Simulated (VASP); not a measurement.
Li3Mg, 4 atoms in the cell. It takes space group Pm-3m (No. 221, cubic). The conventional cell has a = 4.303 Å, b = 4.303 Å, c = 4.303 Å, α = 90.00°, β = 90.00°, γ = 90.00°. Within 4.0 Å of Li (site symmetry 4/mmm) lie 8 Li at 3.04 Å and 4 Mg at 3.04 Å. Mg (site symmetry m-3m) has 12 Li at 3.04 Å within 4.0 Å. 

```yaml
Program: VASP 6.6.1
Task: relaxation of cell and atoms
Functional: PBEsol
Potentials_or_basis: VASP PAW PBE potentials, release 64 (Li_sv, Mg)
Cutoff: 600 eV
k_mesh: 6 × 6 × 6
Occupations: fermi-dirac, width 0.1 eV
Spin: no spin polarisation
Dipole_correction: no
Further_INCAR_settings: ALGO = Normal; EDIFF = 1e-06; IBRION = 2; EDIFFG = -0.01; NSW = 80; ISIF = 3
```

Potentials or basis: VASP PAW PBE potentials, release 64 (Li_sv, Mg).

The run is started by

```console
$ cat potpaw_PBE.64/Li_sv/POTCAR potpaw_PBE.64/Mg/POTCAR > POTCAR
$ mpirun -np 1 vasp_std > vasp.out
```

Hardware: 1 thread of Intel(R) Xeon(R) Platinum 8259CL CPU @ 2.50GHz (Skylake/Cascade Lake), on a shared host.

Q: How long does it take, and how much memory?

A: Wall time 13 s on 1 thread of Intel(R) Xeon(R) Platinum 8259CL CPU @ 2.50GHz (Skylake/Cascade Lake), on a shared host, peak memory 0.2 GiB. Counts: scf iterations 11, k points 20, ion steps 1.
